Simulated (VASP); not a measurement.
The system is Sc2AgAu3.

```
CELL_PARAMETERS angstrom
6.12886 0.00000 0.00000
-3.06443 5.30775 0.00000
0.00000 0.00000 4.29374
ATOMIC_POSITIONS crystal
Sc 0.33333 0.66667 0.00000
Sc 0.66667 0.33333 0.00000
Ag 0.00000 0.00000 0.00000
Au 0.50000 0.00000 0.50000
Au 0.50000 0.50000 0.50000
Au 0.00000 0.50000 0.50000
```

| Quantity | Value |
| --- | --- |
| Program | VASP 6.6.1 |
| Task | relaxation of cell and atoms |
| Functional | PBE |
| Potentials or basis | VASP PAW PBE potentials, release 64 (Sc_sv, Ag, Au) |
| Cutoff | 600 eV |
| k mesh | 6 × 6 × 10 |
| Occupations | gaussian, width 0.1 eV |
| Spin | no spin polarisation |

At the start: pressure -0.2 GPa; volume 23.28 Å³/atom.

Task: How do energy, volume and symmetry change on relaxing?

Result: Over 10 steps the energy falls by 42.5 meV/atom and the volume is 21.89 Å³/atom (-6.0 %); space group P6/mmm (No. 191, to 0.1 Å) before and after.

Step by step:
```
step  energy change (eV)  largest force (eV/Å)  pressure (GPa)  volume (Å³)
   1              0.0000                0.0000           -0.19       139.68
   2             -0.0467                0.0000           -0.48       139.10
   3             -0.1705                0.0000           -1.27       137.07
   4             -0.2331                0.0000           -0.65       131.70
   5             -0.2425                0.0000           -1.34       134.19
   6             -0.1908                0.0000            3.78       125.41
   7             -0.2544                0.0000            0.07       131.41
   8             -0.2544                0.0000            0.04       131.47
   9             -0.2548                0.0000            0.00       131.40
  10             -0.2549                0.0000            0.00       131.36
```

Final structure:
```
Sc Ag Au
1.0
     5.63035    0.00000    0.00000
    -2.81518    4.87603    0.00000
     0.00000    0.00000    4.78461
Sc Ag Au
2 1 3
Direct
  0.33333 0.66667 0.00000
  0.66667 0.33333 0.00000
  0.00000 0.00000 0.00000
  0.50000 0.00000 0.50000
  0.50000 0.50000 0.50000
  0.00000 0.50000 0.50000
```
